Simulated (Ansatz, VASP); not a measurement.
**One calculation of Si2B3, two programs**

```
CELL_PARAMETERS angstrom
6.41374 0.00000 0.00000
-3.20687 5.55446 0.00000
0.00000 0.00000 3.27060
ATOMIC_POSITIONS crystal
Si 0.53026 0.46974 0.00000
Si 0.53026 0.06053 0.00000
Si 0.93947 0.46974 0.00000
Si 0.33333 0.66667 0.50000
B 0.15613 0.84387 0.25295
B 0.15613 0.31227 0.25295
B 0.68773 0.84387 0.25295
B 0.15613 0.84387 0.74705
B 0.15613 0.31227 0.74705
B 0.68773 0.84387 0.74705
```

Alike in both runs: functional PBE; k mesh 3 × 3 × 4; occupations gaussian, width 0.2 eV; no spin polarisation.

Ansatz relaxed the structure, and its values are those at the end. VASP's run is a single point on that final structure, the one shown.

```csv
,VASP,Ansatz
version,VASP 6.6.1,Ansatz 0.2.0
potentials or method,"VASP PAW PBE potentials, release 64 (Si, B), cutoff 500 eV","scalar-relativistic, plane waves, PAW"
valence electrons in the cell,34,34
```

|  | VASP | Ansatz | Ansatz less VASP |
| --- | --- | --- | --- |
| gap on the k mesh at the Fermi level (eV) | none | none | - |
| pressure (GPa) | 0.5 | 0.5 | +0.04 |
| rms of the force components (eV/Å) | 0.026 | 0.026 | +0.0005 |

A gap of «none» marks a metal or a gap that the smearing closes. The functional is the same, so the differences come from potentials, cutoffs and numerics.

The k mesh is coarse, so the values compare programs but aren't converged.
